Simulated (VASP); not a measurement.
# Ta in VASP: a series of runs, part 2 of 2

VASP 6.6.1. The steps go on from the part before.

### Step 3. Single point, PBE

Contents of INCAR:

```
PREC = Accurate ; ENCUT = 520
EDIFF = 1E-6 ; ISMEAR = 0
SIGMA = 0.1 ; LREAL = False
LASPH = True ; NELM = 60
ALGO = Normal ; ISIF = 2
LWAVE = False ; LCHARG = True
LDIPOL = True ; IDIPOL = 3
DIPOL = 0.5 0.5 0.496 ; GGA = PE
LELF = True ; LVHAR = True
LVACPOTAV = True ; NBANDS = 24
```

Contents of KPOINTS:

```
regular mesh
0
Gamma
  11 11 1
```

Contents of POSCAR:

```
Ta
1.0
    2.8743098517      0.0000000000      0.0000000000
   -0.9581032839      2.7099253165      0.0000000000
    0.0000000000      0.0000000000     18.6937283329
Ta
3
Direct
    0.5000000000      0.5000000000      0.3744571375
    0.0000000000      0.0000000000      0.4955507138
    0.5000000000      0.5000000000      0.6166073192
```

Potentials or basis: VASP PAW PBE potentials, release 64 (Ta_pv).

Launch:

```sh
cat potpaw_PBE.64/Ta_pv/POTCAR > POTCAR
mpirun -np 1 vasp_std > vasp.out
```

OUTCAR:

```text
PREC = Accurate
   ENCUT = 520
   EDIFF = 1E-6
   ISMEAR = 0
   LREAL = False
   LASPH = True
   NELM = 60
   ISIF = 2
   GGA = PE

 ion  position               nearest neighbor table
   1  0.500  0.500  0.374-   2 2.81   2 2.81   2 3.26   2 3.26
   2  0.000  0.000  0.496-   3 2.81   3 2.81   1 2.81   1 2.81   3 3.26   3 3.26   1 3.26   1 3.26

   3  0.500  0.500  0.617-   2 2.81   2 2.81   2 3.26   2 3.26

  LATTYP: Found a base centered orthorhombic cell.
 ALAT       =     3.3189671332
 B/A-ratio  =     1.4142135624
 C/A-ratio  =     5.6323933267

  Lattice vectors:

 A1 = (   2.8743098517,   0.0000000000,   0.0000000000)
 A2 = (  -0.9581032839,   2.7099253165,   0.0000000000)
 A3 = (   0.0000000000,   0.0000000000,  18.6937283329)

Analysis of symmetry for initial positions (statically):
=====================================================================
 Subroutine PRICEL returns:
 Original cell was already a primitive cell.

 Routine SETGRP: Setting up the symmetry group for a
 base centered orthorhombic supercell.

 Subroutine GETGRP returns: Found  4 space group operations
 (whereof  4 operations were pure point group operations)
 out of a pool of  8 trial point group operations.

[... 165 lines left out ...]
  free energy    TOTEN  =       -33.13869003 eV

  energy without entropy =      -33.11817577  energy(sigma->0) =      -33.12843290

 E-fermi :  -0.7051     XC(G=0):  -5.8153

 val. band max:       -0.7116953713   @ k =   0.1818   0.0909   0.0000
 cond. band min:      -0.6990793271   @ k =   0.2727   0.1818   0.0000
 fundamental gap:      0.0126160442
 Fermi energy:        -0.7051027054

 k-point     1 :       0.0000    0.0000    0.0000
  band No.  band energies     occupation
      1     -35.2177      2.00000
      2     -34.9221      2.00000
      3     -34.4790      2.00000
      4     -34.4114      2.00000
      5     -34.2258      2.00000
      6     -34.2256      2.00000
[... 637 lines left out ...]
     23       1.4561      0.00000
     24       2.1065      0.00000

 [... further k-points ...]
[... 5 lines left out ...]
  --------------------------------------------------------------------------------------
  -------------------------------------------------------------------------------------
  Total       -3.2635935     -3.1850747      0.0043578      0.1110424      0.0000000      0.0000000
  in kB      -35.9103647    -35.0463967      0.0479506      1.2218352      0.0000000      0.0000000
  external PRESSURE =     -23.6362703 kB  Pullay stress =       0.0000000 kB

 VOLUME and BASIS-vectors are now :
 -----------------------------------------------------------------------------
  energy-cutoff  :      520.00
  volume of cell :      145.61
      direct lattice vectors                 reciprocal lattice vectors
     2.874309852  0.000000000  0.000000000     0.347909603  0.123004620  0.000000000
    -0.958103284  2.709925317  0.000000000     0.000000000  0.369013860  0.000000000
     0.000000000  0.000000000 18.693728333     0.000000000  0.000000000  0.053493877

 POSITION                                       TOTAL-FORCE (eV/Angst)
 -----------------------------------------------------------------------------------
      0.95810      1.35496      7.00000         0.000000      0.000000     -0.003445
      0.00000      0.00000      9.26369        -0.000000      0.000000     -0.003145
      0.95810      1.35496     11.52669        -0.000000      0.000000      0.006590
 -----------------------------------------------------------------------------------
    total drift:                                0.000000      0.000000     -0.000164

  FREE ENERGIE OF THE ION-ELECTRON SYSTEM (eV)
  ---------------------------------------------------
  free  energy   TOTEN  =       -33.1386900290 eV

  energy  without entropy=      -33.1181757735  energy(sigma->0) =      -33.12843290

 vacuum level on the upper side and lower side of the slab         4.061         4.062
```

OSZICAR:

```text
N       E                     dE             d eps       ncg     rms          rms(c)
DAV:   1     0.245759380437E+03    0.24576E+03   -0.18255E+04  2112   0.118E+03
DAV:   2    -0.262432984854E+02   -0.27200E+03   -0.26245E+03  2056   0.327E+02
DAV:   3    -0.356974505929E+02   -0.94542E+01   -0.89463E+01  2304   0.546E+01
[... 16 lines left out ...]
DAV:  20    -0.331386690211E+02   -0.34926E-04   -0.14824E-06  1648   0.659E-03    0.128E-03
DAV:  21    -0.331386835565E+02   -0.14535E-04   -0.49192E-07  1488   0.293E-03    0.694E-04
DAV:  22    -0.331386886394E+02   -0.50829E-05   -0.19908E-07  1352   0.129E-03    0.381E-04
DAV:  23    -0.331386899024E+02   -0.12630E-05   -0.82576E-08  1296   0.125E-03    0.145E-04
DAV:  24    -0.331386900290E+02   -0.12655E-06   -0.10616E-08  1192   0.383E-04
   1 F= -.33138690E+02 E0= -.33128433E+02  d E =-.205143E-01
```

It took 3.1 min on 1 thread of AMD EPYC 7R13 (Zen 3), shared host; peak memory 0.28 GiB.

Results:

```yaml
Free_energy: -33.1387 eV
Largest_force: 0.007 eV/Å
```

Forces in eV/Å, atoms in the order of the input:
```
Ta   0.000  0.000 -0.003
Ta   0.000  0.000 -0.003
Ta   0.000  0.000  0.007
```

Caveat: spin-orbit coupling is left out, which moves the levels of the heavy elements.

### Step 4. Single point, PBE

This run uses another cell than the first one, of 55.89 Å³/atom, 1.152 times its volume.

Contents of INCAR:

```
SYSTEM = Ta
PREC     = Accurate       ! precision mode
ENCUT    = 400            ! plane-wave cutoff, eV
EDIFF    = 1E-6           ! SCF threshold, eV
ISMEAR   = 0              ! smearing method
SIGMA    = 0.1            ! smearing width, eV
LREAL    = .FALSE.        ! projectors in reciprocal space
LASPH    = .TRUE.         ! aspherical terms in the spheres
NELM     = 120            ! most SCF steps
ALGO     = Normal         ! electronic algorithm
ISIF     = 2              ! what is computed and relaxed
LWAVE    = .FALSE.        ! write WAVECAR
LCHARG   = .FALSE.        ! write CHGCAR
LDIPOL   = .TRUE.       
IDIPOL   = 3            
DIPOL    = 0.5 0.5 0.291
GGA      = PE             ! functional
NBANDS   = 24             ! bands
GGA_COMPAT= .FALSE.      
NELMDL   = -8
```

Contents of KPOINTS:

```
regular mesh
0
G
  10 10 1
  0 0 0
```

Contents of POSCAR:

```
Ta
1.0
    2.8743098520      0.0000000000      0.0000000000
   -0.9581032840      2.7099253168      0.0000000000
    0.0000000000      0.0000000000     21.5266897253
Ta
3
Direct
    0.5000000000      0.5000000000      0.1858158431
    0.0000000000      0.0000000000      0.2909732295
    0.5000000000      0.5000000000      0.3960985100
```

Launch:

```sh
cat potpaw_PBE.64/Ta_pv/POTCAR > POTCAR
mpirun -np 1 vasp_std > vasp.out
```

Run time: 2.3 min. Hardware: 1 thread of Intel Xeon 6975P-C, shared host; peak memory 0.25 GiB.

It converged, with:

```
Free energy   : -33.1473 eV
Largest force : 0.060 eV/Å
```

Forces on the atoms (eV/Å):
```
Ta   0.000  0.000 -0.057
Ta   0.000  0.000 -0.003
Ta   0.000  0.000  0.060
```

Levels at points of the mesh, in eV from the Fermi level:
```
           k point  band 13  band 14  band 15  band 16  band 17  band 18  band 19  band 20
(0.00, 0.00, 0.00)    -1.58    -0.77    -0.43    -0.31     0.27     0.57     0.99     1.19
(0.50, 0.00, 0.00)    -1.52    -1.47    -1.41    -0.29     0.50     1.57     2.58     3.39
(0.50, 0.50, 0.00)    -2.97    -1.69    -1.17     1.17     1.20     1.80     2.51     2.91
```

Caveat: spin-orbit coupling is left out, which moves the levels of the heavy elements.

### Step 5. Single point, PBE

This run uses another cell than the first one: it holds 12 atoms, not 3.

Contents of INCAR:

```
SYSTEM = Ta
ALGO = Normal
DIPOL = 0.5 0.5 0.278
EDIFF = 1E-7
ENCUT = 520
GGA = PE
IDIPOL = 3
ISIF = 2
ISMEAR = 0
LASPH = .TRUE.
LCHARG = .FALSE.
LDIPOL = .TRUE.
LREAL = .FALSE.
LWAVE = .FALSE.
NBANDS = 78
NELM = 80
PREC = Accurate
SIGMA = 0.1
```

Contents of KPOINTS:

```
k-points
0
G
  5 5 1
  0 0 0
```

Contents of POSCAR:

```
Ta
1.0
    5.7486197044      0.0000000000      0.0000000000
   -1.9162065681      5.4198506339      0.0000000000
    0.0000000000      0.0000000000     22.5266897310
Ta
12
Direct
    0.2500000000      0.2500000000      0.1775671458
    0.2500000000      0.7500000000      0.1775671458
    0.7500000000      0.2500000000      0.1775671458
    0.7500000000      0.7500000000      0.1775671458
    0.0000000000      0.0000000000      0.2780564085
    0.0000000000      0.5000000000      0.2780564085
    0.5000000000      0.0000000000      0.2780564085
    0.5000000000      0.5000000000      0.2780564085
    0.2500000000      0.2500000000      0.3785149897
    0.2500000000      0.7500000000      0.3785149897
    0.7500000000      0.2500000000      0.3785149897
    0.7500000000      0.7500000000      0.3785149897
```

Launch:

```sh
cat potpaw_PBE.64/Ta_pv/POTCAR > POTCAR
mpirun -np 1 vasp_std > vasp.out
```

Run time: 25 min. Hardware: 1 thread of AMD EPYC 7R13 (Zen 3), shared host; peak memory 0.91 GiB.

The run converged. Its results:

```
Free energy            : -132.5924 eV
Largest force          : 0.059 eV/Å
Band gap on the k mesh : zero (band 66 reaches -0.90 eV, above the bottom of band 67 at -1.65 eV)
```

Forces on the atoms (eV/Å):
```
Ta   0.000  0.000 -0.057
Ta   0.000  0.000 -0.057
Ta   0.000  0.000 -0.057
Ta   0.000  0.000 -0.057
Ta   0.000  0.000 -0.003
Ta   0.000  0.000 -0.003
Ta   0.000  0.000 -0.003
Ta   0.000  0.000 -0.003
Ta   0.000  0.000  0.059
Ta   0.000  0.000  0.059
Ta   0.000  0.000  0.059
Ta   0.000  0.000  0.059
```

Levels at points of the mesh, in eV from the Fermi level:
```csv
k point,band 64,band 65,band 66,band 67,band 68,band 69
"(0.00, 0.00, 0.00)",0.27,0.50,0.50,0.57,0.99,1.17
```

Caveat: spin-orbit coupling is left out, which moves the levels of the heavy elements.

### Step 6. The runs side by side

```tsv
cell	k mesh	cutoff (eV)	gap on the mesh (eV)	largest force (eV/Å)
a = 2.874, b = 2.874, c = 18.694 Å, angles 90.0, 90.0, 109.5°, 3 atoms	11 × 11 × 1	520	none	0.01
a = 2.874, b = 2.874, c = 21.527 Å, angles 90.0, 90.0, 109.5°, 3 atoms	10 × 10 × 1	400	none	0.06
a = 5.749, b = 5.749, c = 22.527 Å, angles 90.0, 90.0, 109.5°, 12 atoms	5 × 5 × 1	520	none	0.06
```

Alike in all rows: task single point; level PBE; potentials or basis VASP PAW PBE potentials, release 64 (Ta_pv); no spin polarisation; smearing gaussian 0.1 eV.

Caveats: spin-orbit coupling is left out, which moves the levels of the heavy elements.

Absolute energies hang on the potentials; compare differences alone.
